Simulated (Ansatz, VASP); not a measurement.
## Two plane-wave programs on PC2

```
P C
1.0
    -4.63899    0.00000    0.00454
    -2.31950    4.08250    0.00227
    -1.75748    0.00000   -8.02010
P C
4 8
Direct
  0.63760 0.00000 0.59398
  0.13760 0.00000 0.09398
  0.86240 0.00000 0.90602
  0.36240 0.00000 0.40602
  0.65797 0.36727 0.51063
  0.15797 0.36727 0.01063
  0.84203 0.63273 0.98937
  0.34203 0.63273 0.48937
  0.47476 0.36727 0.98937
  0.97476 0.36727 0.48937
  0.02524 0.63273 0.51063
  0.52524 0.63273 0.01063
```

Alike in both runs: task single point; functional PBE; k mesh 6 × 6 × 4; occupations gaussian, width 0.2 eV; no spin polarisation.

|  | VASP | Ansatz |
| --- | --- | --- |
| version | VASP 6.6.1 | Ansatz 0.2.0 |
| potentials or method | VASP PAW PBE potentials, release 64 (P, C), cutoff 520 eV | scalar-relativistic, plane waves, PAW |
| valence electrons in the cell | 52 | 52 |

Ansatz gave:

```
gap on the k mesh at the Fermi level (eV)                     : none
pressure (GPa)                                                : 0.1
traceless stress, the component that is largest in VASP (GPa) : 0.07
rms of the force components (eV/Å)                            : 0.021
```

**Question.** What did VASP give for the same quantities?

**Answer.** gap on the k mesh at the Fermi level (eV): none; pressure (GPa): 0.0; traceless stress, the component that is largest in VASP (GPa): -0.09; rms of the force components (eV/Å): 0.034.

Atom by atom the forces differ by 0.036 eV/Å (rms over components). A gap of «none» marks a metal or a gap that the smearing closes.
